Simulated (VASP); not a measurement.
BiB2Sb:

```xyz
4
Lattice="3.7129 0.0000 0.0000 0.0000 3.7129 0.0000 0.0000 0.0000 5.2508" Properties=species:S:1:pos:R:3 pbc="T T T"
Sb    0.0000    0.0000    0.0000
B     0.0000    1.8564    3.9381
B     1.8564    0.0000    1.3127
Bi    1.8564    1.8564    2.6254
```

```yaml
Program: VASP 6.6.1
Task: relaxation of cell and atoms
Functional: PBE
Potentials_or_basis: VASP PAW PBE potentials, release 64 (Sb, B, Bi_d)
Cutoff: 600 eV
k_mesh: 6 × 6 × 4
Occupations: fermi-dirac, width 0.02 eV
Spin: no spin polarisation
```

At the start: pressure 8.5 GPa; volume 18.10 Å³/atom.

**Question.** Where does the relaxation end?

**Answer.** Over 12 steps the energy falls by 51.0 meV/atom and the volume is 19.63 Å³/atom (+8.5 %); space group P-4m2 (No. 115, to 0.1 Å) before and after.

The path:
```
step  energy change (eV)  largest force (eV/Å)  pressure (GPa)  volume (Å³)
   1              0.0000                0.9384            8.52        72.38
   2             -0.1404                0.1880           -4.17        82.94
   3             -0.1903                0.4068           -0.58        79.06
   4             -0.2022                0.1494           -0.17        78.67
   5             -0.2040                0.0062            0.08        78.45
   6             -0.2040                0.0020            0.08        78.44
   7             -0.2040                0.0091           -0.03        78.54
   8             -0.2040                0.0066           -0.01        78.50
   9             -0.2040                0.0058            0.02        78.50
  10             -0.2040                0.0062            0.04        78.50
  11             -0.2040                0.0068            0.03        78.50
  12             -0.2040                0.0010            0.01        78.52
```

Final structure:
```
CELL_PARAMETERS angstrom
3.81580 0.00000 0.00000
0.00000 3.81580 0.00000
0.00000 0.00000 5.39283
ATOMIC_POSITIONS crystal
Sb 0.00000 0.00000 0.00000
B 0.00000 0.50000 0.76142
B 0.50000 0.00000 0.23858
Bi 0.50000 0.50000 0.50000
```
